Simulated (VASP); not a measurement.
Runs of VASP 6.6.1 on BN. The structure is that of space group F-43m (No. 216), or close to it. The cells are those of the table. 

```tsv
cell	gap on the mesh (eV)	pressure (GPa)
a = 2.718, b = 2.718, c = 2.769 Å, angles 59.4, 59.4, 61.2°, 2 atoms	(b)	-50.3
a = 2.461 Å, angles 60.0°, 2 atoms	4.57	56.9
a = 2.616, b = 2.616, c = 2.564 Å, angles 60.7, 60.7, 58.7°, 2 atoms	4.07	-13.8
a = 2.411, b = 2.411, c = 2.359 Å, angles 60.7, 60.7, 58.6°, 2 atoms	4.18	112.5
a = 2.464, b = 2.464, c = 2.359 Å, angles 61.4, 61.4, 57.2°, 2 atoms	3.74	(a)
a = 2.411, b = 2.411, c = 2.461 Å, angles 59.3, 59.3, 61.4°, 2 atoms	3.76	82.8
a = 2.718, b = 2.718, c = 2.667 Å, angles 60.6, 60.6, 58.7°, 2 atoms	3.97	-43.5
a = 2.667 Å, angles 60.0°, 2 atoms	4.31	-35.4
```

Alike in all rows: task single point; level PBE; potentials or basis VASP PAW PBE potentials, release 64 (B, N); no spin polarisation; k mesh 12 × 12 × 12; cutoff (eV) 520; smearing gaussian 0.05 eV.

Problem. Estimate the missing entries.

Solution. (a) 83.8; (b) 3.68.

A k mesh can miss the band edges.
